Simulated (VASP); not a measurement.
Wanted: the native input for a VASP 6.6.1 run.

| Property | Result |
| --- | --- |
| Task | single point |
| Functional | r2SCAN |
| Potentials or basis | VASP PAW PBE potentials, release 64 (Bi_d) |
| Cutoff | 550 eV |
| k mesh | 13 × 13 × 13 |
| Occupations | fermi-dirac, width 0.1 eV |
| Spin | no spin polarisation |
| Dipole correction | no |
| Further INCAR settings | ALGO = Normal; EDIFF = 1e-06; NBANDS = 14 |

Bi:

```
Bi
1.0
    -2.06006    2.06006    2.06006
     2.06006   -2.06006    2.06006
     2.06006    2.06006   -2.06006
Bi
1
Direct
  0.00000 0.00000 0.00000
```

This cell differs from its parent crystal: volume scaled by 1.12.

The input as run:

POSCAR

```
Bi
1.0
   -2.0600565933      2.0600565933      2.0600565933
    2.0600565933     -2.0600565933      2.0600565933
    2.0600565933      2.0600565933     -2.0600565933
Bi
1
Direct
    0.0000000000      0.0000000000      0.0000000000
```

INCAR.step1

```
SYSTEM = Bi
ALGO = Normal
EDIFF = 1E-5
ENCUT = 550
GGA = PE
GGA_COMPAT = .False.
ISMEAR = -1
LASPH = .True.
LCHARG = .False.
LREAL = .False.
LWAVE = .True.
NBANDS = 14
NELM = 120
PREC = Accurate
SIGMA = 0.1
```

INCAR.step2

```
SYSTEM = Bi
ALGO = Normal
EDIFF = 1E-6
ENCUT = 550
GGA_COMPAT = .False.
ISIF = 2
ISMEAR = -1
ISTART = 1
LASPH = .True.
LCHARG = .False.
LMIXTAU = .True.
LREAL = .False.
LWAVE = .False.
METAGGA = R2SCAN
NBANDS = 14
NELM = 120
PREC = Accurate
SIGMA = 0.1
```

KPOINTS

```
k-points
0
Gamma
  13 13 13
  0 0 0
```

Potentials or basis: VASP PAW PBE potentials, release 64 (Bi_d).

The run is started by

```sh
$ cat potpaw_PBE.64/Bi_d/POTCAR > POTCAR
$ cp INCAR.step1 INCAR
$ mpirun -np 1 vasp_std > vasp.out
$ cp INCAR.step2 INCAR
$ mpirun -np 1 vasp_std > vasp.out
```

It gave:

The pressure is -5.0 GPa.

Caveat: the PAW data sets were made with another functional, which shifts forces and pressure a little.

Wall time 2.1 min on 1 thread of Intel(R) Xeon(R) 6975P-C (Granite Rapids), on a shared host, peak memory 0.19 GiB.
